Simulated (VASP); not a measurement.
# TaN (P6_3/mmc) in VASP: notebook

TaN is run at these levels: PBE; tasks: electric field gradients.

Program: VASP 6.6.1. These are calculated values, not measurements. Logs are shortened: lines on timing, memory, paths and dates and some standing lists are left out, and cuts for length are marked.

**1. The cell of the first run**

The structure is hexagonal, space group P6_3/mmc (No. 194). The conventional cell has a = 3.088 Å, b = 3.088 Å, c = 4.983 Å, α = 90.00°, β = 90.00°, γ = 120.00°. Within 2.9 Å of Ta (site symmetry -3m) lie 6 N at 2.17 Å and 2 Ta at 2.49 Å. Within 2.9 Å of N (site symmetry -6m2) lie 6 Ta at 2.17 Å.

**2. Electric field gradients, PBE (volume scaled by 1.04)**

Contents of INCAR:

```
  PREC = Accurate
  ENCUT = 520
  EDIFF = 1E-8
  ISMEAR = -1
  SIGMA = 0.01
  LREAL = False
  LASPH = True
  NELM = 60
  ALGO = Normal
  ISIF = 2
  LWAVE = False
  LCHARG = False
  GGA = PE
  LEFG = True
  NBANDS = 24
```

Contents of KPOINTS:

```
Automatic mesh
0
Gamma
  9 9 5
```

Contents of POSCAR:

```
TaN
1.0
    3.0881118675      0.0000000000      0.0000000000
   -1.5440559337      2.6743833269      0.0000000000
    0.0000000000      0.0000000000      4.9827179480
Ta N
2 2
Direct
    0.0000000000      0.0000000000      0.0000000000
    0.0000000000      0.0000000000      0.5000000000
    0.3333333333      0.6666666667      0.2500000000
    0.6666666667      0.3333333333      0.7500000000
```

Potentials or basis: VASP PAW PBE potentials, release 64 (Ta_pv, N).

Command:

```
> cat potpaw_PBE.64/Ta_pv/POTCAR potpaw_PBE.64/N/POTCAR > POTCAR
> mpirun -np 1 vasp_std > vasp.out
```

OUTCAR:

```text
PREC = Accurate
   ENCUT = 520
   EDIFF = 1E-8
   ISMEAR = -1
   LREAL = False
   LASPH = True
   NELM = 60
   ISIF = 2
   GGA = PE

 ion  position               nearest neighbor table
   1  0.000  0.000  0.000-   3 2.17   4 2.17   3 2.17   4 2.17   4 2.17   3 2.17   2 2.49   2 2.49

   2  0.000  0.000  0.500-   3 2.17   4 2.17   3 2.17   4 2.17   4 2.17   3 2.17   1 2.49   1 2.49

   3  0.333  0.667  0.250-   1 2.17   2 2.17   1 2.17   2 2.17   1 2.17   2 2.17
   4  0.667  0.333  0.750-   1 2.17   2 2.17   1 2.17   2 2.17   1 2.17   2 2.17

  LATTYP: Found a hexagonal cell.
 ALAT       =     3.0881118675
 C/A-ratio  =     1.6135160130

  Lattice vectors:

 A1 = (   3.0881118675,   0.0000000000,   0.0000000000)
 A2 = (  -1.5440559337,   2.6743833269,   0.0000000000)
 A3 = (   0.0000000000,   0.0000000000,   4.9827179480)

Analysis of symmetry for initial positions (statically):
=====================================================================
 Subroutine PRICEL returns:
 Original cell was already a primitive cell.

 Routine SETGRP: Setting up the symmetry group for a
 hexagonal supercell.

 Subroutine GETGRP returns: Found 24 space group operations
 (whereof 12 operations were pure point group operations)
 out of a pool of 24 trial point group operations.

The static configuration has the point symmetry D_3d.
 The point group associated with its full space group is D_6h.

Analysis of symmetry for dynamics (positions and initial velocities):
=====================================================================
 Subroutine PRICEL returns:
 Original cell was already a primitive cell.

 Routine SETGRP: Setting up the symmetry group for a
 hexagonal supercell.

 Subroutine GETGRP returns: Found 24 space group operations
 (whereof 12 operations were pure point group operations)
 out of a pool of 24 trial point group operations.

The dynamic configuration has the point symmetry D_3d.
 The point group associated with its full space group is D_6h.

 Subroutine INISYM returns: Found 24 space group operations
 (whereof 12 operations are pure point group operations),
 and found     1 'primitive' translations

----------------------------------------------------------------------------------------

                                     Primitive cell

  volume of cell :      41.1512

  direct lattice vectors                    reciprocal lattice vectors
     3.088111867  0.000000000  0.000000000     0.323822466  0.186958988  0.000000000
    -1.544055934  2.674383327  0.000000000     0.000000000  0.373917976  0.000000000
     0.000000000  0.000000000  4.982717948     0.000000000  0.000000000  0.200693680

  length of vectors
     3.088111867  3.088111867  4.982717948     0.373917976  0.373917976  0.200693680

  position of ions in fractional coordinates (direct lattice)
     0.000000000  0.000000000  0.000000000
     0.000000000  0.000000000  0.500000000
     0.333333333  0.666666667  0.250000000
     0.666666667  0.333333333  0.750000000

  ion indices of the primitive-cell ions
   primitive index   ion index
                 1           1
                 2           2
                 3           3
                 4           4

----------------------------------------------------------------------------------------

 KPOINTS: Automatic mesh

Automatic generation of k-mesh.
 Grid dimensions read from file:
 generate k-points for:    9    9    5

 Generating k-lattice:

  Cartesian coordinates                     Fractional coordinates (reciprocal lattice)
     0.035980274  0.020773221  0.000000000     0.111111111  0.000000000  0.000000000
     0.000000000  0.041546442  0.000000000     0.000000000  0.111111111  0.000000000
     0.000000000  0.000000000  0.040138736     0.000000000  0.000000000  0.200000000

  Length of vectors
     0.041546442  0.041546442  0.040138736

  Shift w.r.t. Gamma in fractional coordinates (k-lattice)
     0.000000000  0.000000000  0.000000000

 Subroutine IBZKPT returns following result:
 ===========================================

 Found     36 irreducible k-points:

 Following reciprocal coordinates:
            Coordinates               Weight
  0.000000  0.000000  0.000000      1.000000
  0.111111 -0.000000  0.000000      6.000000
  0.222222  0.000000  0.000000      6.000000
  0.333333 -0.000000  0.000000      6.000000
  0.444444  0.000000  0.000000      6.000000
  0.111111  0.111111  0.000000      6.000000
[... 16 lines left out ...]
  0.333333  0.222222  0.200000     24.000000
  0.333333  0.333333  0.200000      4.000000
 [... further k-points ...]
   k-points           NKPTS =     36   k-points in BZ     NKDIM =     36   number of bands    NBANDS=     24
   number of dos      NEDOS =    301   number of ions     NIONS =      4
   total plane-waves  NPLWV =  23040
   dimension x,y,z NGX =    24 NGY =   24 NGZ =   40
   dimension x,y,z NGXF=    48 NGYF=   48 NGZF=   80
   ions per type =               2   2
   NGX,Y,Z   is equivalent  to a cutoff of  12.92, 12.92, 13.35 a.u.
   NGXF,Y,Z  is equivalent  to a cutoff of  25.84, 25.84, 26.69 a.u.
 SYSTEM =  unknown system
   PREC   = accura    normal or accurate (medium, high low for compatibility)
   ISTART =      0    job   : 0-new  1-cont  2-samecut
   ICHARG =      2    charge: 1-file 2-atom 10-const
   ISPIN  =      1    spin polarized calculation?
   LNONCOLLINEAR =      F non collinear calculations
   LSORBIT =      F    spin-orbit coupling
   LASPH  =      T    aspherical Exc in radial PAW
   ENCUT  =  520.0 eV  38.22 Ry    6.18 a.u.   5.74  5.74  9.26*2*pi/ulx,y,z
   NELM   =     60;   NELMIN=  2; NELMDL= -5     # of ELM steps
   EDIFF  = 0.1E-07   stopping-criterion for ELM
   LREAL  =      F    real-space projection
   EDIFFG = 0.1E-06   stopping-criterion for IOM
   NSW    =      0    number of steps for IOM
   IBRION =     -1    ionic relax: 0-MD 1-quasi-New 2-CG
   NFREE  =      0    steps in history (QN), initial steepest desc. (CG)
   ISIF   =      2    stress and relaxation
   ISYM   =      2    0-nonsym 1-usesym 2-fastsym
   POTIM  = 0.5000    time-step for ionic-motion
   TEBEG  =    0.0;   TEEND  =   0.0 temperature during run
   PSTRESS=    0.0 pullay stress
   NELECT =      32.0000    total number of electrons
   NUPDOWN=      -1.0000    fix difference up-down
   EMIN   =  10.00;   EMAX   =-10.00  energy-range for DOS
   EFERMI =   0.00;   METHOD = LEGACY
   ISMEAR =    -1;   SIGMA  =   0.01  broadening in eV -4-tet -1-fermi 0-gaus
   EFERMI_NEDOS =   21; number of points for ismear=-14 and -15
   IALGO  =     38    algorithm
   IMIX   =      4    mixing-type and parameters
     AMIX     =   0.40;   BMIX     =  1.00
     AMIX_MAG =   1.60;   BMIX_MAG =  1.00
  volume/ion in A,a.u.               =      10.29        69.43
  Fermi-wavevector in a.u.,A,eV,Ry     =   1.505441  2.844872 30.835612  2.266354
  Thomas-Fermi vector in A             =   2.616290
   LORBIT       =      0    0 simple, 1 ext, 2 COOP (PROOUT), +10 PAW based schemes
   GGA     = PE    functional components
   LHFCALC =     F    Hartree Fock is set to
   AEXX    =    0.0000 exact exchange contribution
   IVDW    =     0    specifies the selected vdW correction
   LEPSILON=     F    determine dielectric tensor
   LRPA    =     F    only Hartree local field effects (RPA)
 non-spin polarized calculation
  energy-cutoff  :      520.00
  volume of cell :       41.15
 maximum number of plane-waves:      1118
 NGX is ok and might be reduce to    24
   NGX = 11   NGY = 11   NGZ = 19

 number of electron      32.0000002 magnetization

 Free energy of the ion-electron system (eV)
  ---------------------------------------------------
  ext. energy  EPLUGINS =         0.00000000
  ---------------------------------------------------
  free energy    TOTEN  =       -41.79384296 eV

  energy without entropy =      -41.79221666  energy(sigma->0) =      -41.79302981

 E-fermi :   9.4490     XC(G=0): -13.5262

 val. band max:        9.4435819312   @ k =   0.2222   0.2222   0.4000
 cond. band min:       9.4616328599   @ k =   0.3333   0.2222   0.2000
 fundamental gap:      0.0180509287
 Fermi energy:         9.4489783933

 k-point     1 :       0.0000    0.0000    0.0000
  band No.  band energies     occupation
      1     -27.5550      2.00000
      2     -25.9460      2.00000
      3     -25.9460      2.00000
      4     -25.6150      2.00000
      5     -25.6150      2.00000
      6     -24.8306      2.00000
[... 16 lines left out ...]
     23      14.2506      0.00000
     24      15.8179      0.00000

 k-point     2 :       0.1111   -0.0000    0.0000
  band No.  band energies     occupation
      1     -27.5320      2.00000
      2     -26.0442      2.00000
      3     -25.9666      2.00000
      4     -25.6906      2.00000
      5     -25.6315      2.00000
      6     -24.8218      2.00000
[... 16 lines left out ...]
     23      14.8656      0.00000
     24      15.7431      0.00000

 k-point     3 :       0.2222    0.0000    0.0000
  band No.  band energies     occupation
      1     -27.4732      2.00000
      2     -26.2843      2.00000
      3     -26.0184      2.00000
      4     -25.8778      2.00000
      5     -25.6730      2.00000
      6     -24.7993      2.00000
[... 16 lines left out ...]
     23      15.7020      0.00000
     24      15.8873      0.00000

 k-point     4 :       0.3333   -0.0000    0.0000
  band No.  band energies     occupation
      1     -27.4055      2.00000
      2     -26.5437      2.00000
      3     -26.0838      2.00000
      4     -26.0765      2.00000
      5     -25.7197      2.00000
      6     -24.7736      2.00000
[... 16 lines left out ...]
     23      16.2405      0.00000
     24      16.4787      0.00000

 k-point     5 :       0.4444    0.0000    0.0000
  band No.  band energies     occupation
      1     -27.3611      2.00000
      2     -26.7060      2.00000
      3     -26.2147      2.00000
      4     -26.1140      2.00000
      5     -25.7499      2.00000
      6     -24.7568      2.00000
[... 451 lines left out ...]
 k-point    22 :       0.2222    0.2222    0.2000
  band No.  band energies     occupation
      1     -27.1569      2.00000
      2     -26.5124      2.00000
      3     -26.1766      2.00000
      4     -26.1371      2.00000
      5     -25.8633      2.00000
      6     -25.0494      2.00000
[... 16 lines left out ...]
     23      15.5674      0.00000
     24      16.6621      0.00000

 k-point    23 :       0.3333    0.2222    0.2000
  band No.  band energies     occupation
      1     -27.1233      2.00000
      2     -26.5659      2.00000
      3     -26.2779      2.00000
      4     -26.1836      2.00000
      5     -25.9466      2.00000
      6     -25.0338      2.00000
[... 16 lines left out ...]
     23      15.7393      0.00000
     24      16.9776      0.00000

 k-point    24 :       0.3333    0.3333    0.2000
  band No.  band energies     occupation
      1     -27.1114      2.00000
      2     -26.4503      2.00000
      3     -26.4503      2.00000
      4     -26.0887      2.00000
      5     -26.0887      2.00000
      6     -25.0283      2.00000
[... 16 lines left out ...]
     23      16.4613      0.00000
     24      16.4613      0.00000

 [... further k-points ...]
[... 5 lines left out ...]
  --------------------------------------------------------------------------------------
  -------------------------------------------------------------------------------------
  Total        4.1213932      4.1213932     23.5258546      0.0000000      0.0000000      0.0000000
  in kB      160.4617944    160.4617944    915.9526121      0.0000000      0.0000000      0.0000000
  external PRESSURE =     412.2920670 kB  Pullay stress =       0.0000000 kB

 VOLUME and BASIS-vectors are now :
 -----------------------------------------------------------------------------
  energy-cutoff  :      520.00
  volume of cell :       41.15
      direct lattice vectors                 reciprocal lattice vectors
     3.088111867  0.000000000  0.000000000     0.323822466  0.186958988  0.000000000
    -1.544055934  2.674383327  0.000000000     0.000000000  0.373917976  0.000000000
     0.000000000  0.000000000  4.982717948     0.000000000  0.000000000  0.200693680

 POSITION                                       TOTAL-FORCE (eV/Angst)
 -----------------------------------------------------------------------------------
      0.00000      0.00000      0.00000         0.000000      0.000000      0.000000
      0.00000      0.00000      2.49136         0.000000      0.000000      0.000000
     -0.00000      1.78292      1.24568         0.000000     -0.000000     -0.000000
      1.54406      0.89146      3.73704        -0.000000      0.000000      0.000000
 -----------------------------------------------------------------------------------
    total drift:                               -0.000000      0.000000      0.000000

  FREE ENERGIE OF THE ION-ELECTRON SYSTEM (eV)
  ---------------------------------------------------
  free  energy   TOTEN  =       -41.7938429576 eV

  energy  without entropy=      -41.7922166612  energy(sigma->0) =      -41.79302981

 Electric field gradients (V/A^2)
---------------------------------------------------------------------
 ion       V_xx      V_yy      V_zz      V_xy      V_xz      V_yz
---------------------------------------------------------------------
   1      89.630    89.630  -179.260    -0.000    -0.000     0.000
   2      89.630    89.630  -179.260    -0.000     0.000    -0.000
   3      -2.783    -2.783     5.566     0.000     0.000     0.000
   4      -2.783    -2.783     5.566     0.000     0.000     0.000
---------------------------------------------------------------------

 Electric field gradients after diagonalization (V/A^2)
 (convention: |V_zz| > |V_xx| > |V_yy|)
----------------------------------------------------------------------
 ion       V_xx      V_yy      V_zz     asymmetry (V_yy - V_xx)/ V_zz
----------------------------------------------------------------------
   1      89.630    89.629  -179.260       0.000
   2      89.630    89.629  -179.260       0.000
   3      -2.783    -2.783     5.566       0.000
   4      -2.783    -2.783     5.566       0.000
----------------------------------------------------------------------

           NMR quadrupolar parameters

 Cq : quadrupolar parameter    Cq=e*Q*V_zz/h
 eta: asymmetry parameters     (V_yy - V_xx)/ V_zz
 Q  : nuclear electric quadrupole moment in mb (millibarn)
----------------------------------------------------------------------
 ion       Cq(MHz)       eta       Q (mb)
----------------------------------------------------------------------
   1      -0.433       0.000       1.000
   2      -0.433       0.000       1.000
   3       0.013       0.000       1.000
   4       0.013       0.000       1.000
----------------------------------------------------------------------
```

Wall time 13 s (1 thread of Intel Xeon 6975P-C (Granite Rapids), shared host); peak memory 0.17 GiB.

What came out:

- Free energy: -41.7938 eV
- Pressure: 41.2 GPa
- Band gap on the k mesh: zero (band 16 reaches 10.11 eV, above the bottom of band 17 at 7.71 eV)

Electric field gradients, principal values (V/Å²):
```
atom   least  middle  greatest (by size)
1 Ta  89.629  89.630            -179.260
2 Ta  89.629  89.630            -179.260
 3 N  -2.783  -2.783               5.566
 4 N  -2.783  -2.783               5.566
```

Caveat: without QUAD_EFG the Cq values of the log hold for a quadrupole moment of 1 mb, not for the nuclei; spin-orbit coupling is left out, which moves the levels of the heavy elements.

[end of part 1 of 3]
